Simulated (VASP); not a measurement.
# VH2 (R3m) in VASP: notebook, part 2 of 2

VASP 6.6.1. The steps go on from the part before.

### Step 3. Single point, PBEsol (shortest bond scaled by 0.8)

Input file INCAR:

```
SYSTEM = VH2
PREC     = Accurate       ! precision mode
ENCUT    = 520            ! plane-wave cutoff, eV
EDIFF    = 1E-6           ! SCF threshold, eV
ISMEAR   = -1             ! smearing method
SIGMA    = 0.05           ! smearing width, eV
LREAL    = .False.        ! projectors in reciprocal space
LASPH    = .True.         ! aspherical terms in the spheres
NELM     = 60             ! most SCF steps
ALGO     = Normal         ! electronic algorithm
ISIF     = 2              ! what is computed and relaxed
LWAVE    = .False.        ! write WAVECAR
LCHARG   = .True.         ! write CHGCAR
GGA      = PS             ! functional
LELF     = .True.         ! ELF
LVHAR    = .True.       
NBANDS   = 14             ! bands
```

Input file KPOINTS:

```
Automatic mesh
0
Gamma
  11 11 11
  0 0 0
```

Input file POSCAR:

```
VH2
1.0
    0.0000000000      2.0975786559      2.0975786559
    2.0975786559      0.0000000000      2.0975786559
    2.0975786559      2.0975786559      0.0000000000
V H
1 2
Direct
   -0.0250000000     -0.0250000000     -0.0250000000
    0.7750000000      0.7750000000      0.7750000000
    0.2500000000      0.2500000000      0.2500000000
```

Potentials or basis: VASP PAW PBE potentials, release 64 (V_sv, H).

Command:

```sh
cat potpaw_PBE.64/V_sv/POTCAR potpaw_PBE.64/H/POTCAR > POTCAR
mpirun -np 1 vasp_std > vasp.out
```

OUTCAR:

```text
SYSTEM = VH2
   PREC = Accurate
   ENCUT = 520
   EDIFF = 1E-6
   ISMEAR = -1
   LREAL = .False.
   LASPH = .True.
   NELM = 60
   ISIF = 2
   GGA = PS

 ion  position               nearest neighbor table
   1  0.975  0.975  0.975-   2 1.45   3 1.76   3 1.76   3 1.76
   2  0.775  0.775  0.775-   1 1.45
   3  0.250  0.250  0.250-   1 1.76   1 1.76   1 1.76

  LATTYP: Found a face centered cubic cell.
 ALAT       =     4.1951573118

  Lattice vectors:

 A1 = (   0.0000000000,   2.0975786559,   2.0975786559)
 A2 = (   2.0975786559,   0.0000000000,   2.0975786559)
 A3 = (   2.0975786559,   2.0975786559,   0.0000000000)

Analysis of symmetry for initial positions (statically):
=====================================================================
 Subroutine PRICEL returns:
 Original cell was already a primitive cell.

 Routine SETGRP: Setting up the symmetry group for a
 face centered cubic supercell.

 Subroutine GETGRP returns: Found  6 space group operations
 (whereof  6 operations were pure point group operations)
 out of a pool of 48 trial point group operations.

The static configuration has the point symmetry C_3v.

Analysis of symmetry for dynamics (positions and initial velocities):
=====================================================================
 Subroutine PRICEL returns:
 Original cell was already a primitive cell.

 Routine SETGRP: Setting up the symmetry group for a
 face centered cubic supercell.

 Subroutine GETGRP returns: Found  6 space group operations
 (whereof  6 operations were pure point group operations)
 out of a pool of 48 trial point group operations.

The dynamic configuration has the point symmetry C_3v.

 Subroutine INISYM returns: Found  6 space group operations
 (whereof  6 operations are pure point group operations),
 and found     1 'primitive' translations

----------------------------------------------------------------------------------------

                                     Primitive cell

  volume of cell :      18.4580

  direct lattice vectors                    reciprocal lattice vectors
     0.000000000  2.097578656  2.097578656    -0.238370084  0.238370084  0.238370084
     2.097578656  0.000000000  2.097578656     0.238370084 -0.238370084  0.238370084
     2.097578656  2.097578656  0.000000000     0.238370084  0.238370084 -0.238370084

  length of vectors
     2.966424183  2.966424183  2.966424183     0.412869096  0.412869096  0.412869096

  position of ions in fractional coordinates (direct lattice)
     0.975000000  0.975000000  0.975000000
     0.775000000  0.775000000  0.775000000
     0.250000000  0.250000000  0.250000000

  ion indices of the primitive-cell ions
   primitive index   ion index
                 1           1
                 2           2
                 3           3

----------------------------------------------------------------------------------------

 KPOINTS: Automatic mesh

Automatic generation of k-mesh.
 Grid dimensions read from file:
 generate k-points for:   11   11   11

 Generating k-lattice:

  Cartesian coordinates                     Fractional coordinates (reciprocal lattice)
    -0.021670008  0.021670008  0.021670008     0.090909091  0.000000000  0.000000000
     0.021670008 -0.021670008  0.021670008     0.000000000  0.090909091  0.000000000
     0.021670008  0.021670008 -0.021670008     0.000000000  0.000000000  0.090909091

  Length of vectors
     0.037533554  0.037533554  0.037533554

  Shift w.r.t. Gamma in fractional coordinates (k-lattice)
     0.000000000  0.000000000  0.000000000

 Subroutine IBZKPT returns following result:
 ===========================================

 Found    146 irreducible k-points:

 Following reciprocal coordinates:
            Coordinates               Weight
  0.000000  0.000000  0.000000      1.000000
  0.090909  0.000000  0.000000      6.000000
  0.090909  0.090909  0.090909      2.000000
  0.181818  0.000000  0.000000      6.000000
  0.181818  0.181818  0.181818      2.000000
  0.272727  0.000000  0.000000      6.000000
[... 16 lines left out ...]
  0.090909  0.090909 -0.363636      6.000000
  0.454545  0.363636  0.454545      6.000000
 [... further k-points ...]
   k-points           NKPTS =    146   k-points in BZ     NKDIM =    146   number of bands    NBANDS=     14
   number of dos      NEDOS =    301   number of ions     NIONS =      3
   total plane-waves  NPLWV =  13824
   dimension x,y,z NGX =    24 NGY =   24 NGZ =   24
   dimension x,y,z NGXF=    48 NGYF=   48 NGZF=   48
   ions per type =               1   2
   NGX,Y,Z   is equivalent  to a cutoff of  13.45, 13.45, 13.45 a.u.
   NGXF,Y,Z  is equivalent  to a cutoff of  26.90, 26.90, 26.90 a.u.
 SYSTEM =  VH2
   PREC   = accura    normal or accurate (medium, high low for compatibility)
   ISTART =      0    job   : 0-new  1-cont  2-samecut
   ICHARG =      2    charge: 1-file 2-atom 10-const
   ISPIN  =      1    spin polarized calculation?
   LNONCOLLINEAR =      F non collinear calculations
   LSORBIT =      F    spin-orbit coupling
   LASPH  =      T    aspherical Exc in radial PAW
   ENCUT  =  520.0 eV  38.22 Ry    6.18 a.u.   5.52  5.52  5.52*2*pi/ulx,y,z
   NELM   =     60;   NELMIN=  2; NELMDL= -5     # of ELM steps
   EDIFF  = 0.1E-05   stopping-criterion for ELM
   LREAL  =      F    real-space projection
   EDIFFG = 0.1E-04   stopping-criterion for IOM
   NSW    =      0    number of steps for IOM
   IBRION =     -1    ionic relax: 0-MD 1-quasi-New 2-CG
   NFREE  =      0    steps in history (QN), initial steepest desc. (CG)
   ISIF   =      2    stress and relaxation
   ISYM   =      2    0-nonsym 1-usesym 2-fastsym
   POTIM  = 0.5000    time-step for ionic-motion
   TEBEG  =    0.0;   TEEND  =   0.0 temperature during run
   PSTRESS=    0.0 pullay stress
   NELECT =      15.0000    total number of electrons
   NUPDOWN=      -1.0000    fix difference up-down
   EMIN   =  10.00;   EMAX   =-10.00  energy-range for DOS
   EFERMI =   0.00;   METHOD = LEGACY
   ISMEAR =    -1;   SIGMA  =   0.05  broadening in eV -4-tet -1-fermi 0-gaus
   EFERMI_NEDOS =   21; number of points for ismear=-14 and -15
   IALGO  =     38    algorithm
   IMIX   =      4    mixing-type and parameters
     AMIX     =   0.40;   BMIX     =  1.00
     AMIX_MAG =   1.60;   BMIX_MAG =  1.00
  volume/ion in A,a.u.               =       6.15        41.52
  Fermi-wavevector in a.u.,A,eV,Ry     =   1.527720  2.886972 31.755009  2.333927
  Thomas-Fermi vector in A             =   2.635577
   LORBIT       =      0    0 simple, 1 ext, 2 COOP (PROOUT), +10 PAW based schemes
   GGA     = PS    functional components
   LHFCALC =     F    Hartree Fock is set to
   AEXX    =    0.0000 exact exchange contribution
   IVDW    =     0    specifies the selected vdW correction
   LEPSILON=     F    determine dielectric tensor
   LRPA    =     F    only Hartree local field effects (RPA)
 non-spin polarized calculation
  energy-cutoff  :      520.00
  volume of cell :       18.46
 maximum number of plane-waves:       531
 NGX is ok and might be reduce to    24
   NGX = 11   NGY = 11   NGZ = 11

 number of electron      15.0000002 magnetization

 Free energy of the ion-electron system (eV)
  ---------------------------------------------------
  ext. energy  EPLUGINS =         0.00000000
  ---------------------------------------------------
  free energy    TOTEN  =       -16.39013338 eV

  energy without entropy =      -16.37730315  energy(sigma->0) =      -16.38371827

 E-fermi :   8.4402     XC(G=0): -12.5225

 val. band max:        8.4243466800   @ k =   0.2727   0.1818  -0.3636
 cond. band min:       8.4475800690   @ k =  -0.4545   0.2727   0.0909
 fundamental gap:      0.0232333890
 Fermi energy:         8.4401840233

 k-point     1 :       0.0000    0.0000    0.0000
  band No.  band energies     occupation
      1     -55.7804      2.00000
      2     -29.6399      2.00000
      3     -29.5452      2.00000
      4     -29.5452      2.00000
      5      -3.0240      2.00000
      6       5.9080      2.00000
      7       7.5422      2.00000
      8       7.5422      2.00000
      9       9.2553      0.00000
     10       9.2553      0.00000
     11      11.8190      0.00000
     12      24.3802      0.00000
     13      25.8865      0.00000
     14      25.8866      0.00000
[... 377 lines left out ...]
      1     -55.7185      2.00000
      2     -30.0337      2.00000
      3     -29.6118      2.00000
      4     -29.6042      2.00000
      5       0.6794      2.00000
      6       2.6956      2.00000
      7       7.4735      2.00000
      8       7.8519      1.99998
      9       9.8992      0.00000
     10      10.0770      0.00000
     11      12.9467      0.00000
     12      17.7950      0.00000
     13      20.5930      0.00000
     14      22.3465      0.00000

 [... further k-points ...]
[... 5 lines left out ...]
  --------------------------------------------------------------------------------------
  -------------------------------------------------------------------------------------
  Total        0.7652765      0.7652765      0.7652765      1.4549040      1.4549040      1.4549040
  in kB       66.4269284     66.4269284     66.4269284    126.2874430    126.2874430    126.2874430
  external PRESSURE =      66.4269284 kB  Pullay stress =       0.0000000 kB

 VOLUME and BASIS-vectors are now :
 -----------------------------------------------------------------------------
  energy-cutoff  :      520.00
  volume of cell :       18.46
      direct lattice vectors                 reciprocal lattice vectors
     0.000000000  2.097578656  2.097578656    -0.238370084  0.238370084  0.238370084
     2.097578656  0.000000000  2.097578656     0.238370084 -0.238370084  0.238370084
     2.097578656  2.097578656  0.000000000     0.238370084  0.238370084 -0.238370084

 POSITION                                       TOTAL-FORCE (eV/Angst)
 -----------------------------------------------------------------------------------
      4.09028      4.09028      4.09028         2.975866      2.975866      2.975866
      3.25125      3.25125      3.25125        -2.665337     -2.665337     -2.665337
      1.04879      1.04879      1.04879        -0.310529     -0.310529     -0.310529
 -----------------------------------------------------------------------------------
    total drift:                               -0.000090     -0.000090     -0.000090

  FREE ENERGIE OF THE ION-ELECTRON SYSTEM (eV)
  ---------------------------------------------------
  free  energy   TOTEN  =       -16.3901333834 eV

  energy  without entropy=      -16.3773031534  energy(sigma->0) =      -16.38371827
```

It took 11 s on 1 thread of Intel Xeon 6975P-C (Granite Rapids), shared host; peak memory 0.16 GiB.

Results:

| Property | Result |
| --- | --- |
| Free energy | -16.3901 eV |
| Pressure | 6.6 GPa |
| Largest force | 5.154 eV/Å |

Forces on the atoms (eV/Å):
```
V    2.976  2.976  2.976
H   -2.665 -2.665 -2.665
H   -0.311 -0.311 -0.311
```

Stress tensor (GPa, compression positive):
```
 6.64 12.63 12.63
12.63  6.64 12.63
12.63 12.63  6.64
```

Caveat: the cell differs from its parent crystal (shortest bond scaled by 0.8); the PAW data sets were made with another functional, which shifts forces and pressure a little.
